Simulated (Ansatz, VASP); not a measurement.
**One calculation of MgS, two programs**

```
CELL_PARAMETERS angstrom
0.00000 2.83000 2.83000
2.83000 0.00000 2.83000
2.83000 2.83000 0.00000
ATOMIC_POSITIONS crystal
Mg 0.00000 0.00000 0.00000
S 0.25000 0.25000 0.25000
```

Alike in both runs: task single point; functional r2SCAN; k mesh 6 × 6 × 6; occupations gaussian, width 0.1 eV; no spin polarisation.

|  | VASP | Ansatz |
| --- | --- | --- |
| version | VASP 6.6.1 | Ansatz 0.2.0 |
| potentials or method | VASP PAW PBE potentials, release 64 (Mg, S), cutoff 660 eV | scalar-relativistic, plane waves, PAW |
| valence electrons in the cell | 8 | 16 |

Ansatz gave:

```
gap on the k mesh at the Fermi level (eV) : 4.15
least direct gap on the mesh (eV)         : 4.15
pressure (GPa)                            : 0.1
```

Question: Which values does VASP return?

Answer: gap on the k mesh at the Fermi level (eV): 4.13; least direct gap on the mesh (eV): 4.13; pressure (GPa): -0.2.

VASP's potentials were made for PBE, not for r2SCAN. With one functional, cell and mesh, what is left measures potentials, basis and numerics. VASP's potentials hold 8 valence electrons a cell and Ansatz's 16, so a difference there can come from the potentials and not from the codes.
